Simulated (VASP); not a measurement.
# Mo (Im-3m) in VASP: notebook

Mo is run at these levels: PBE; tasks: single point.

Everything below comes from runs of VASP 6.6.1. Logs are shortened: lines on timing, memory, paths and dates and some standing lists are left out, and cuts for length are marked.

## (1) The cell of the first run

It takes space group Im-3m (No. 229, cubic). The conventional cell has a = 3.147 Å, b = 3.147 Å, c = 3.147 Å, α = 90.00°, β = 90.00°, γ = 90.00°. Within 3.6 Å of Mo (site symmetry m-3m) lie 14 Mo at 2.73 to 3.15 Å.

## (2) Single point, PBE

INCAR

```
SYSTEM = Mo
ALGO     = Normal         ! electronic algorithm
EDIFF    = 1E-7           ! SCF threshold, eV
ENCUT    = 520            ! plane-wave cutoff, eV
GGA      = PE             ! functional
ISIF     = 2              ! what is computed and relaxed
ISMEAR   = 0              ! smearing method
LASPH    = .TRUE.         ! aspherical terms in the spheres
LCHARG   = .FALSE.        ! write CHGCAR
LREAL    = .FALSE.        ! projectors in reciprocal space
LWAVE    = .FALSE.        ! write WAVECAR
NBANDS   = 13             ! bands
NELM     = 80             ! most SCF steps
PREC     = Accurate       ! precision mode
SIGMA    = 0.1            ! smearing width, eV
```

KPOINTS

```
k-points
0
G
  8 8 8
  0 0 0
```

POSCAR

```
Mo
1.0
   -1.5734150000      1.5734150000      1.5734150000
    1.5734150000     -1.5734150000      1.5734150000
    1.5734150000      1.5734150000     -1.5734150000
Mo
1
Direct
    0.0000000000      0.0000000000      0.0000000000
```

Potentials or basis: VASP PAW PBE potentials, release 64 (Mo_sv).

The run is started by

```bash
$ cat potpaw_PBE.64/Mo_sv/POTCAR > POTCAR
$ mpirun -np 1 vasp_std > vasp.out
```

OUTCAR:

```text
SYSTEM = Mo
   EDIFF = 1E-7
   ENCUT = 520
   GGA = PE
   ISIF = 2
   ISMEAR = 0
   LASPH = .TRUE.
   LREAL = .FALSE.
   NELM = 80
   PREC = Accurate

 ion  position               nearest neighbor table
   1  0.000  0.000  0.000-

  LATTYP: Found a body centered cubic cell.
 ALAT       =     3.1468300000

  Lattice vectors:

 A1 = (  -1.5734150000,   1.5734150000,   1.5734150000)
 A2 = (   1.5734150000,  -1.5734150000,   1.5734150000)
 A3 = (   1.5734150000,   1.5734150000,  -1.5734150000)

Analysis of symmetry for initial positions (statically):
=====================================================================
 Subroutine PRICEL returns:
 Original cell was already a primitive cell.

 Routine SETGRP: Setting up the symmetry group for a
 body centered cubic supercell.

 Subroutine GETGRP returns: Found 48 space group operations
 (whereof 48 operations were pure point group operations)
 out of a pool of 48 trial point group operations.

The static configuration has the point symmetry O_h .

Analysis of symmetry for dynamics (positions and initial velocities):
=====================================================================
 Subroutine PRICEL returns:
 Original cell was already a primitive cell.

 Routine SETGRP: Setting up the symmetry group for a
 body centered cubic supercell.

 Subroutine GETGRP returns: Found 48 space group operations
 (whereof 48 operations were pure point group operations)
 out of a pool of 48 trial point group operations.

The dynamic configuration has the point symmetry O_h .

 Subroutine INISYM returns: Found 48 space group operations
 (whereof 48 operations are pure point group operations),
 and found     1 'primitive' translations

----------------------------------------------------------------------------------------

                                     Primitive cell

  volume of cell :      15.5808

  direct lattice vectors                    reciprocal lattice vectors
    -1.573415000  1.573415000  1.573415000     0.000000000  0.317780115  0.317780115
     1.573415000 -1.573415000  1.573415000     0.317780115  0.000000000  0.317780115
     1.573415000  1.573415000 -1.573415000     0.317780115  0.317780115  0.000000000

  length of vectors
     2.725234721  2.725234721  2.725234721     0.449408949  0.449408949  0.449408949

  position of ions in fractional coordinates (direct lattice)
     0.000000000  0.000000000  0.000000000

  ion indices of the primitive-cell ions
   primitive index   ion index
                 1           1

----------------------------------------------------------------------------------------

 KPOINTS: k-points

Automatic generation of k-mesh.
 Grid dimensions read from file:
 generate k-points for:    8    8    8

 Generating k-lattice:

  Cartesian coordinates                     Fractional coordinates (reciprocal lattice)
     0.000000000  0.039722514  0.039722514     0.125000000  0.000000000  0.000000000
     0.039722514  0.000000000  0.039722514     0.000000000  0.125000000  0.000000000
     0.039722514  0.039722514  0.000000000     0.000000000  0.000000000  0.125000000

  Length of vectors
     0.056176119  0.056176119  0.056176119

  Shift w.r.t. Gamma in fractional coordinates (k-lattice)
     0.000000000  0.000000000  0.000000000

 Subroutine IBZKPT returns following result:
 ===========================================

 Found     29 irreducible k-points:

 Following reciprocal coordinates:
            Coordinates               Weight
  0.000000  0.000000  0.000000      1.000000
  0.125000  0.000000  0.000000     12.000000
  0.250000  0.000000  0.000000     12.000000
  0.375000  0.000000  0.000000     12.000000
  0.500000  0.000000  0.000000      6.000000
  0.125000  0.125000  0.000000     24.000000
[... 16 lines left out ...]
 -0.250000  0.250000  0.250000      6.000000
 -0.375000  0.375000  0.250000     24.000000
 [... further k-points ...]
   k-points           NKPTS =     29   k-points in BZ     NKDIM =     29   number of bands    NBANDS=     13
   number of dos      NEDOS =    301   number of ions     NIONS =      1
   total plane-waves  NPLWV =   8000
   dimension x,y,z NGX =    20 NGY =   20 NGZ =   20
   dimension x,y,z NGXF=    40 NGYF=   40 NGZF=   40
   ions per type =               1
   NGX,Y,Z   is equivalent  to a cutoff of  12.20, 12.20, 12.20 a.u.
   NGXF,Y,Z  is equivalent  to a cutoff of  24.40, 24.40, 24.40 a.u.
 SYSTEM =  Mo
   PREC   = accura    normal or accurate (medium, high low for compatibility)
   ISTART =      0    job   : 0-new  1-cont  2-samecut
   ICHARG =      2    charge: 1-file 2-atom 10-const
   ISPIN  =      1    spin polarized calculation?
   LNONCOLLINEAR =      F non collinear calculations
   LSORBIT =      F    spin-orbit coupling
   LASPH  =      T    aspherical Exc in radial PAW
   ENCUT  =  520.0 eV  38.22 Ry    6.18 a.u.   5.07  5.07  5.07*2*pi/ulx,y,z
   NELM   =     80;   NELMIN=  2; NELMDL= -5     # of ELM steps
   EDIFF  = 0.1E-06   stopping-criterion for ELM
   LREAL  =      F    real-space projection
   EDIFFG = 0.1E-05   stopping-criterion for IOM
   NSW    =      0    number of steps for IOM
   IBRION =     -1    ionic relax: 0-MD 1-quasi-New 2-CG
   NFREE  =      0    steps in history (QN), initial steepest desc. (CG)
   ISIF   =      2    stress and relaxation
   ISYM   =      2    0-nonsym 1-usesym 2-fastsym
   POTIM  = 0.5000    time-step for ionic-motion
   TEBEG  =    0.0;   TEEND  =   0.0 temperature during run
   PSTRESS=    0.0 pullay stress
   NELECT =      14.0000    total number of electrons
   NUPDOWN=      -1.0000    fix difference up-down
   EMIN   =  10.00;   EMAX   =-10.00  energy-range for DOS
   EFERMI =   0.00;   METHOD = LEGACY
   ISMEAR =     0;   SIGMA  =   0.10  broadening in eV -4-tet -1-fermi 0-gaus
   EFERMI_NEDOS =   21; number of points for ismear=-14 and -15
   IALGO  =     38    algorithm
   IMIX   =      4    mixing-type and parameters
     AMIX     =   0.40;   BMIX     =  1.00
     AMIX_MAG =   1.60;   BMIX_MAG =  1.00
  volume/ion in A,a.u.               =      15.58       105.14
  Fermi-wavevector in a.u.,A,eV,Ry     =   1.579747  2.985289 33.954710  2.495601
  Thomas-Fermi vector in A             =   2.680079
   LORBIT       =      0    0 simple, 1 ext, 2 COOP (PROOUT), +10 PAW based schemes
   GGA     = PE    functional components
   LHFCALC =     F    Hartree Fock is set to
   AEXX    =    0.0000 exact exchange contribution
   IVDW    =     0    specifies the selected vdW correction
   LEPSILON=     F    determine dielectric tensor
   LRPA    =     F    only Hartree local field effects (RPA)
 non-spin polarized calculation
 Gauss-broadening in eV      SIGMA  =   0.10
  energy-cutoff  :      520.00
  volume of cell :       15.58
 maximum number of plane-waves:       429
   NGX = 11   NGY = 11   NGZ = 11

 number of electron      14.0000001 magnetization

 Free energy of the ion-electron system (eV)
  ---------------------------------------------------
  ext. energy  EPLUGINS =         0.00000000
  ---------------------------------------------------
  free energy    TOTEN  =       -10.91127418 eV

  energy without entropy =      -10.90681836  energy(sigma->0) =      -10.90904627

 E-fermi :  12.5241     XC(G=0): -13.4101

 val. band max:       12.5069833282   @ k =  -0.2500   0.2500   0.1250
 cond. band min:      12.6549925360   @ k =   0.3750   0.0000   0.0000
 fundamental gap:      0.1480092078
 Fermi energy:        12.5240908362

 k-point     1 :       0.0000    0.0000    0.0000
  band No.  band energies     occupation
      1     -48.6426      2.00000
      2     -21.9009      2.00000
      3     -21.9009      2.00000
      4     -21.9009      2.00000
      5       5.3991      2.00000
      6      11.2717      2.00000
      7      11.2717      2.00000
      8      11.2717      2.00000
      9      14.3098      0.00000
     10      14.3098      0.00000
     11      27.4828      0.00000
     12      27.4828      0.00000
     13      27.4828      0.00000

 k-point     2 :       0.1250    0.0000    0.0000
  band No.  band energies     occupation
      1     -48.6041      2.00000
      2     -22.1209      2.00000
      3     -21.9690      2.00000
      4     -21.9026      2.00000
      5       6.0613      2.00000
      6      10.9060      2.00000
      7      11.1809      2.00000
      8      11.9149      2.00000
      9      13.8729      0.00000
     10      14.3279      0.00000
     11      27.9012      0.00000
     12      28.6233      0.00000
     13      28.6341      0.00000

 k-point     3 :       0.2500    0.0000    0.0000
  band No.  band energies     occupation
      1     -48.5100      2.00000
      2     -22.6324      2.00000
      3     -22.1303      2.00000
      4     -21.9067      2.00000
      5       7.3711      2.00000
      6      10.1336      2.00000
      7      11.0760      2.00000
      8      13.6995      0.00000
      9      13.7782      0.00000
     10      14.4707      0.00000
     11      27.4722      0.00000
     12      28.8672      0.00000
     13      31.6462      0.00000

 k-point     4 :       0.3750    0.0000    0.0000
  band No.  band energies     occupation
      1     -48.4143      2.00000
      2     -23.1196      2.00000
      3     -22.2873      2.00000
      4     -21.9111      2.00000
      5       7.5209      2.00000
      6       9.4737      2.00000
      7      12.6550      0.06414
      8      14.2830      0.00000
      9      14.7789      0.00000
     10      16.0631      0.00000
     11      25.5376      0.00000
     12      26.0761      0.00000
     13      32.2390      0.00000

 k-point     5 :       0.5000    0.0000    0.0000
  band No.  band energies     occupation
      1     -48.3742      2.00000
      2     -23.3151      2.00000
      3     -22.3512      2.00000
      4     -21.9129      2.00000
      5       7.3003      2.00000
      6       9.2249      2.00000
      7      14.2836      0.00000
      8      14.3392      0.00000
      9      14.9713      0.00000
     10      17.4062      0.00000
     11      24.3389      0.00000
     12      24.6141      0.00000
     13      30.0434      0.00000
[... 257 lines left out ...]
 k-point    22 :       0.2500    0.2500    0.2500
  band No.  band energies     occupation
      1     -48.3534      2.00000
      2     -22.6181      2.00000
      3     -22.6181      2.00000
      4     -22.6181      2.00000
      5      10.0149      2.00000
      6      10.0149      2.00000
      7      10.0149      2.00000
      8      15.0964      0.00000
      9      15.0964      0.00000
     10      22.2847      0.00000
     11      24.2322      0.00000
     12      24.2322      0.00000
     13      24.2322      0.00000

 k-point    23 :      -0.2500    0.2500    0.2500
  band No.  band energies     occupation
      1     -48.3966      2.00000
      2     -22.6596      2.00000
      3     -22.3796      2.00000
      4     -22.3796      2.00000
      5       8.8936      2.00000
      6       9.9548      2.00000
      7      12.0175      2.00000
      8      12.0175      2.00000
      9      13.5135      0.00000
     10      16.0930      0.00000
     11      27.8842      0.00000
     12      30.9851      0.00000
     13      31.3331      0.00000

 k-point    24 :      -0.3750    0.3750    0.2500
  band No.  band energies     occupation
      1     -48.3151      2.00000
      2     -22.9512      2.00000
      3     -22.5498      2.00000
      4     -22.4217      2.00000
      5       8.6887      2.00000
      6       9.2611      2.00000
      7      12.0111      2.00000
      8      12.8505      0.00000
      9      15.5392      0.00000
     10      17.6723      0.00000
     11      26.4978      0.00000
     12      28.5401      0.00000
     13      29.5881      0.00000

 [... further k-points ...]

------------------------ aborting loop because EDIFF is reached ----------------------------------------

  FORCE on cell =-STRESS in cart. coord.  units (eV):
  Direction    XX          YY          ZZ          XY          YZ          ZX
  --------------------------------------------------------------------------------------
  -------------------------------------------------------------------------------------
  Total        0.4522988      0.4522988      0.4522988      0.0000000      0.0000000      0.0000000
  in kB       46.5099857     46.5099857     46.5099857      0.0000000      0.0000000      0.0000000
  external PRESSURE =      46.5099857 kB  Pullay stress =       0.0000000 kB

 VOLUME and BASIS-vectors are now :
 -----------------------------------------------------------------------------
  energy-cutoff  :      520.00
  volume of cell :       15.58
      direct lattice vectors                 reciprocal lattice vectors
    -1.573415000  1.573415000  1.573415000     0.000000000  0.317780115  0.317780115
     1.573415000 -1.573415000  1.573415000     0.317780115  0.000000000  0.317780115
     1.573415000  1.573415000 -1.573415000     0.317780115  0.317780115  0.000000000

 POSITION                                       TOTAL-FORCE (eV/Angst)
 -----------------------------------------------------------------------------------
      0.00000      0.00000      0.00000        -0.000000      0.000000      0.000000
 -----------------------------------------------------------------------------------
    total drift:                                0.000000     -0.000000      0.000000

  FREE ENERGIE OF THE ION-ELECTRON SYSTEM (eV)
  ---------------------------------------------------
  free  energy   TOTEN  =       -10.9112741796 eV

  energy  without entropy=      -10.9068183573  energy(sigma->0) =      -10.90904627
```

It took 6.3 s on 1 thread of Intel Xeon Platinum 8488C (Sapphire Rapids), shared host; peak memory 0.12 GiB.

Results:

```
Free energy            : -10.9113 eV
Pressure               : 4.7 GPa
Band gap on the k mesh : zero (band 7 reaches 16.64 eV, above the bottom of band 8 at 11.27 eV)
```

## (3) Single point, PBE

This run uses another cell than the first one, of 15.78 Å³/atom, 1.013 times its volume.

INCAR: that of step 2 with these lines changed.

```diff
@@ -7,6 +7,6 @@
 ISMEAR   = 0              ! smearing method
-LASPH    = .TRUE.         ! aspherical terms in the spheres
-LCHARG   = .FALSE.        ! write CHGCAR
-LREAL    = .FALSE.        ! projectors in reciprocal space
-LWAVE    = .FALSE.        ! write WAVECAR
+LASPH    = .True.         ! aspherical terms in the spheres
+LCHARG   = .False.        ! write CHGCAR
+LREAL    = .False.        ! projectors in reciprocal space
+LWAVE    = .False.        ! write WAVECAR
 NBANDS   = 13             ! bands
```

KPOINTS

```
k-points
0
Gamma
  18 18 18
  0 0 0
```

POSCAR

```
Mo
1.0
   -1.5802206812      1.5802206812      1.5802206812
    1.5802206812     -1.5802206812      1.5802206812
    1.5802206812      1.5802206812     -1.5802206812
Mo
1
Direct
    0.0000000000      0.0000000000      0.0000000000
```

Potentials or basis: VASP PAW PBE potentials, release 64 (Mo_sv).

The run is started by

```bash
$ cat potpaw_PBE.64/Mo_sv/POTCAR > POTCAR
$ mpirun -np 1 vasp_std > vasp.out
```

Wall time 23 s (1 thread of Intel Xeon Platinum 8488C (Sapphire Rapids), shared host); peak memory 0.15 GiB.

The run converged. Its results:

```
Free energy            : -10.9350 eV
Pressure               : 0.5 GPa
Band gap on the k mesh : zero (band 7 reaches 16.36 eV, above the bottom of band 8 at 11.09 eV)
```

Levels at points of the mesh, in eV from the Fermi level:
```
           k point  band 4  band 5  band 6  band 7  band 8  band 9  band 10  band 11
(0.00, 0.00, 0.00)  -34.59   -7.22   -1.36   -1.36   -1.36    1.63     1.63    14.80
(0.50, 0.00, 0.00)  -34.60   -5.28   -3.37    1.57    1.65    2.27     4.66    11.48
(0.50, 0.50, 0.50)  -35.52   -5.38   -5.38    3.91    3.91    3.91     8.97     8.97
```
